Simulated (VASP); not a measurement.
Runs of VASP 6.6.1 on Sc. The structure is that of space group Fd-3m (No. 227), or close to it. The cells are those of the table. This isn't the form of Sc at room conditions, which is hcp.

```csv
task,cell,cutoff (eV),gap on the mesh (eV),pressure (GPa)
single point,"a = 3.605 Å, angles 60.0°, 2 atoms",520,none,16.7
relaxation of cell and atoms,"relaxed to 15 GPa from a = 4.511 Å, angles 60.0°, 2 atoms",600,none,14.9
single point,"a = 4.408 Å, angles 60.0°, 2 atoms",520,none,(a)
single point,"a = 3.476 Å, angles 60.0°, 2 atoms",520,none,32.9
relaxation of cell and atoms,"relaxed from a = 4.511 Å, angles 60.0°, 2 atoms",600,none,-0.1
relaxation of cell and atoms,"relaxed to 30 GPa from a = 4.511 Å, angles 60.0°, 2 atoms",600,none,30.2
single point,"a = 3.389 Å, angles 60.0°, 2 atoms",520,none,49.3
relaxation of cell and atoms,"relaxed to 45 GPa from a = 4.511 Å, angles 60.0°, 2 atoms",600,none,45.1
```

Alike in all rows: level PBEsol; potentials or basis VASP PAW PBE potentials, release 64 (Sc_sv); no spin polarisation; k mesh 5 × 5 × 5; smearing fermi-dirac 0.05 eV.

Task: Estimate the missing entries.

Result: (a) 0.0.

Caveats: some runs use coarse meshes; the PAW data sets were made with another functional, which shifts forces and pressure a little; the cell is relaxed towards a set pressure, so the run minimises the enthalpy, not the energy (at least some runs); atoms lie so close that the PAW spheres overlap strongly, which falsifies energies and pressures (at least some runs).

A gap of «none» marks levels without a gap at the run's occupations.
